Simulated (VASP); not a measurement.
A run of VASP 6.6.1:

Contents of INCAR:

```
ALGO = Normal ; EDIFF = 1E-6
ENCUT = 520 ; GGA = RE
ISIF = 2 ; ISMEAR = -1
LASPH = True ; LCHARG = True
LELF = True ; LREAL = False
LVHAR = True ; LWAVE = False
NBANDS = 22 ; NELM = 60
PREC = Accurate ; SIGMA = 0.1
```

Contents of KPOINTS:

```
k-points
0
Gamma
  6 6 9
```

POSCAR

```
Sr
1.0
    6.8606021074      0.0000000000      0.0000000000
   -3.4303010537      5.9414557102      0.0000000000
    0.0000000000      0.0000000000      4.1106192486
Sr
3
Direct
    0.0000000000      1.0000000000      0.0000000000
    0.3333333333      0.6666666667      0.5000000000
    0.6666666667      0.3333333333      0.5000000000
```

Potentials or basis: VASP PAW PBE potentials, release 64 (Sr_sv).

Launch:

```bash
$ cat potpaw_PBE.64/Sr_sv/POTCAR > POTCAR
$ mpirun -np 1 vasp_std > vasp.out
```

Hardware: 1 thread of AMD EPYC 9R45 96-Core Processor (Zen 5), with other jobs on the host.

Question: How long does it take, and how much memory?

Answer: Wall time 69 s on 1 thread of AMD EPYC 9R45 96-Core Processor (Zen 5), on a shared host, peak memory 0.31 GiB. Counts: scf iterations 13, k points 35.
